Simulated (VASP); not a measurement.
The system is H2CNO.

```xyz
20
Lattice="3.4927 0.0000 0.0000 0.0000 6.1946 0.0000 -3.3810 0.0000 8.2890" Properties=species:S:1:pos:R:3 pbc="T T T"
H    -0.5555    5.1768    7.5065
H    -1.0233    2.0795    4.9270
H     0.6672    1.0178    0.7825
H     1.1350    4.1151    3.3620
H     3.0088    3.8902    1.0759
H    -1.2066    0.7929    3.0686
H    -2.8971    2.3044    7.2131
H     1.3183    5.4017    5.2204
C    -0.0942    4.8441    1.1489
C     1.8964    1.7468    2.9956
C     0.2059    1.3505    7.1401
C    -1.7846    4.4478    5.2933
N     3.2556    5.5470    0.0268
N    -1.4534    2.4497    4.1177
N    -3.1439    0.6476    8.2622
N     1.5651    3.7449    4.1713
O     0.4436    5.2894    2.1715
O     1.3586    2.1921    1.9729
O    -0.3319    0.9052    6.1174
O    -1.2469    4.0025    6.3160
```

- Program: VASP 6.6.1
- Task: relaxation of cell and atoms
- Functional: PBE
- Dispersion: D3(BJ)
- Potentials or basis: VASP PAW PBE potentials, release 64 (H, C, N, O)
- Cutoff: 600 eV
- k mesh: 6 × 4 × 4
- Occupations: gaussian, width 0.1 eV
- Spin: no spin polarisation

At the start: pressure 7.9 GPa; volume 8.97 Å³/atom.

Q: How do energy, volume and symmetry change on relaxing?

A: Over 21 steps the energy falls by 31.2 meV/atom and the volume is 8.92 Å³/atom (-0.5 %); space group P2_1/c (No. 14, to 0.1 Å) before and after.

The path:
| step | energy change (eV) | largest force (eV/Å) | pressure (GPa) | volume (Å³) |
| --- | --- | --- | --- | --- |
| 1 | 0.0000 | 2.6262 | 7.90 | 179.34 |
| 2 | 3.5105 | 7.7219 | -7.50 | 191.01 |
| 3 | -0.5114 | 1.3875 | 2.06 | 182.02 |
| 4 | -0.5162 | 1.1650 | 2.46 | 181.80 |
| 5 | -0.2262 | 3.0648 | -5.75 | 186.17 |
| 6 | -0.5765 | 0.3874 | -0.14 | 183.04 |
| 7 | -0.5811 | 0.6690 | -0.75 | 183.33 |
| 8 | -0.5893 | 0.2323 | -0.50 | 183.20 |
| 9 | -0.5950 | 0.2578 | -0.32 | 182.79 |
| 10 | -0.5954 | 0.2150 | -0.35 | 182.87 |
| 11 | -0.6017 | 0.1418 | -0.44 | 182.46 |
| 12 | -0.6046 | 0.1901 | -0.55 | 181.93 |
| 13 | -0.6093 | 0.1420 | -0.23 | 181.37 |
| 14 | -0.6103 | 0.2319 | 0.04 | 180.91 |
| 15 | -0.6146 | 0.1787 | -0.01 | 180.51 |
| 16 | -0.6204 | 0.0959 | -0.12 | 179.31 |
| 17 | -0.6216 | 0.0676 | -0.18 | 179.19 |
| 18 | -0.6217 | 0.1329 | -0.22 | 179.13 |
| 19 | -0.6228 | 0.0997 | -0.21 | 178.98 |
| 20 | -0.6237 | 0.0855 | -0.18 | 178.63 |
| 21 | -0.6243 | 0.0358 | -0.01 | 178.46 |

Final structure:
```xyz
20
Lattice="3.4839 0.0000 -0.0159 0.0000 6.2273 0.0000 -3.4102 0.0000 8.2413" Properties=species:S:1:pos:R:3 pbc="T T T"
H    -0.6100    5.1571    7.4110
H    -1.0214    2.0435    4.9350
H     0.6837    1.0702    0.8143
H     1.0951    4.1838    3.2904
H     2.9754    3.8524    1.0515
H    -1.1966    0.7387    3.0532
H    -2.9017    2.3749    7.1739
H     1.2703    5.4886    5.1721
C    -0.0915    4.8673    1.1553
C     1.8703    1.7537    2.9494
C     0.1653    1.3600    7.0700
C    -1.7966    4.4737    5.2760
N     3.2473    5.5828    0.0212
N    -1.4685    2.4691    4.0836
N    -3.1736    0.6445    8.2042
N     1.5423    3.7582    4.1418
O     0.4548    5.2985    2.1979
O     1.3240    2.1849    1.9069
O    -0.3810    0.9288    6.0275
O    -1.2503    4.0424    6.3185
```

Caveat: the relaxation stopped at a loose force limit of 0.05 eV/Å, so its end isn't a converged minimum.
